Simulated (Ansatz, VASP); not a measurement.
## CaMg in VASP and in Ansatz

```
Ca Mg
1.0
     3.82600    0.00000    0.00000
     0.00000    3.82600    0.00000
     0.00000    0.00000    3.86162
Ca Mg
1 1
Cartesian
  0.0000 0.0000 1.9308
  1.9130 1.9130 0.0000
```

Change from the starting cell: strain -0.0500 x Voigt [1, 1, 0, 0, 0, 0], atoms carried along.

Alike in both runs: task single point; functional LDA; k mesh 12 × 12 × 12; occupations gaussian, width 0.15 eV; no spin polarisation.

|  | VASP | Ansatz |
| --- | --- | --- |
| version | VASP 6.6.1 | Ansatz 0.2.0 |
| potentials or method | VASP PAW LDA potentials, release 64 (Ca_sv, Mg), cutoff 520 eV | scalar-relativistic, plane waves, PAW |
| valence electrons in the cell | 12 | 20 |

```tsv
	VASP	Ansatz	Ansatz less VASP
gap on the k mesh at the Fermi level (eV)	none	none	-
pressure (GPa)	0.4	0.5	+0.12
```

LDA's correlation is that of Perdew and Zunger in VASP and of Perdew and Wang (1992) in Ansatz. A gap of «none» marks a metal or a gap that the smearing closes. VASP's potentials hold 12 valence electrons a cell and Ansatz's 20, so a difference there can come from the potentials and not from the codes.
